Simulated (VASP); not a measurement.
Runs of VASP 6.6.1 on Nb. The structure is that of space group Fm-3m (No. 225), or close to it. The cells are those of the table. This isn't the form of Nb at room conditions, which is bcc.

```csv
task,cell,gap on the mesh (eV),pressure (GPa)
single point,"a = 2.982 Å, angles 60.0°, 1 atom",none,(a)
relaxation of cell and atoms,"relaxed to 45 GPa from a = 2.963 Å, angles 60.0°, 1 atom",none,45.2
relaxation of cell and atoms,"relaxed to 15 GPa from a = 2.963 Å, angles 60.0°, 1 atom",none,14.9
single point,"a = 2.906 Å, angles 60.0°, 1 atom",none,14.6
relaxation of cell and atoms,"relaxed from a = 2.963 Å, angles 60.0°, 1 atom",none,0.0
```

Alike in all rows: level PBE; potentials or basis VASP PAW PBE potentials, release 64 (Nb_sv); no spin polarisation; k mesh 10 × 10 × 10; cutoff (eV) 500; smearing methfessel-paxton 0.1 eV.

Question: Fill in the values left out.

Answer: (a) -0.4.

Caveats: the cell is relaxed towards a set pressure, so the run minimises the enthalpy, not the energy (at least some runs); the cell stands under pressure (at least some runs).

A k mesh can miss the band edges, and the runs leave out spin-orbit coupling on Nb.

A gap of «none» marks levels without a gap at the run's occupations.
